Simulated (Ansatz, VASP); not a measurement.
C in VASP and in Ansatz

INCAR

```
SYSTEM = C
PREC = Accurate
ENCUT = 520
EDIFF = 1E-6
ISMEAR = 0
SIGMA = 0.15
LREAL = .False.
LASPH = .True.
NELM = 100
ALGO = Normal
ISIF = 2
LWAVE = .False.
LCHARG = .False.
GGA = PE
IVDW = 12
NBANDS = 16
```

Contents of KPOINTS:

```
regular mesh
0
Gamma
  21 21 8
  0 0 0
```

File POSCAR:

```
C
1.0
    2.4649495834      0.0000000000      0.0000000000
   -1.2324747917      2.1347089583      0.0000000000
    0.0000000000      0.0000000000      6.7410272571
C
4
Direct
    0.0000000000      0.0000000000      0.0024999628
    0.0000000000      0.0000000000      0.5024999628
    0.3333333333      0.6666666667      0.0025000372
    0.6666666667      0.3333333333      0.5025000372
```

Input for Ansatz:

```yaml
crystal:
  lattice:
    - [2.4649495834, 0.0, 0.0]
    - [-1.2324747917, 2.1347089583, 0.0]
    - [0.0, 0.0, 6.7410272571]
  atoms:
    - { symbol: C, position: [0.0, 0.0, 0.0024999628] }
    - { symbol: C, position: [0.0, 0.0, 0.5024999628] }
    - { symbol: C, position: [0.3333333333, 0.6666666667, 0.0025000372] }
    - { symbol: C, position: [0.6666666667, 0.3333333333, 0.5025000372] }
basis:
  ecutwfc: 520.0
kpoints:
  mp_grid: { grid: [21, 21, 8] }
hamiltonian:
  xc: pbe
  pseudopotentials: { kind: paw, azcp: { folder: soft_1 } }
  dispersion: d3bj
scf:
  occupations: { method: gaussian, width: 0.15 }
output:
  forces: true
  stress: true
  eigenvalues: true
```

Alike in both runs: task single point; functional PBE; dispersion D3(BJ); k mesh 21 × 21 × 8; occupations gaussian, width 0.15 eV; no spin polarisation.

|  | VASP | Ansatz |
| --- | --- | --- |
| version | VASP 6.6.1 | Ansatz 0.2.0 |
| potentials or method | VASP PAW PBE potentials, release 64 (C), cutoff 520 eV | scalar-relativistic, plane waves, PAW |
| valence electrons in the cell | 16 | 16 |

Ansatz gave:

* gap on the k mesh at the Fermi level (eV): none
* pressure (GPa): 0.0
* traceless stress, the component that is largest in VASP (GPa): 0.00

**Question.** What did VASP give for the same quantities?

**Answer.** gap on the k mesh at the Fermi level (eV): none; pressure (GPa): 0.4; traceless stress, the component that is largest in VASP (GPa): -0.54.

A gap of «none» marks a metal or a gap that the smearing closes.
